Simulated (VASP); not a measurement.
Wanted: the native input for a VASP 6.6.1 run.

| Quantity | Value |
| --- | --- |
| Task | single point |
| Functional | LDA |
| Potentials or basis | VASP PAW LDA potentials, release 64 (Si, Ni) |
| Cutoff | 520 eV |
| k mesh | 8 × 10 × 6 |
| Occupations | gaussian, width 0.1 eV |
| Spin | no spin polarisation |
| Dipole correction | no |
| Further INCAR settings | ALGO = Normal; EDIFF = 1e-07; NBANDS = 38 |

The structure of SiNi lies in POSCAR:

```
SiNi
1.0
    5.0459162122      0.0000000000      0.0000000000
    0.0000000000      3.3323195839      0.0000000000
    0.0000000000      0.0000000000      5.4803171681
Si Ni
4 4
Direct
    0.3203127076      0.7500000000      0.0867813490
    0.1796872924      0.2500000000      0.5867813490
    0.8203127076      0.7500000000      0.4132186510
    0.6796872924      0.2500000000      0.9132186510
    0.0091892253      0.2500000000      0.1878230178
    0.4908107747      0.7500000000      0.6878230178
    0.5091892253      0.2500000000      0.3121769822
    0.9908107747      0.7500000000      0.8121769822
```

These files were run (other wordings do the same):

INCAR

```
SYSTEM = SiNi
ALGO     = Normal         ! electronic algorithm
EDIFF    = 1E-7           ! SCF threshold, eV
ENCUT    = 520            ! plane-wave cutoff, eV
GGA      = CA             ! functional
ISIF     = 2              ! what is computed and relaxed
ISMEAR   = 0              ! smearing method
LASPH    = .True.         ! aspherical terms in the spheres
LCHARG   = .True.         ! write CHGCAR
LELF     = .True.         ! ELF
LREAL    = .False.        ! projectors in reciprocal space
LVHAR    = .True.       
LWAVE    = .False.        ! write WAVECAR
NBANDS   = 38             ! bands
NELM     = 60             ! most SCF steps
PREC     = Accurate       ! precision mode
SIGMA    = 0.1            ! smearing width, eV
```

KPOINTS

```
k-points
0
Gamma
  8 10 6
  0 0 0
```

Potentials or basis: VASP PAW LDA potentials, release 64 (Si, Ni).

Launch:

```sh
$ cat potpaw_LDA.64/Si/POTCAR potpaw_LDA.64/Ni/POTCAR > POTCAR
$ mpirun -np 1 vasp_std > vasp.out
```

Results of the run:

The pressure is 0.3 GPa, the largest force is 0.016 eV/Å and the band gap on the k mesh is zero (bands 28 and 29 overlap by 1.96 eV).

Wall time 7 min on 1 thread of AMD EPYC 7R43 64-Core Processor (Zen 3), on a shared host, peak memory 0.36 GiB.
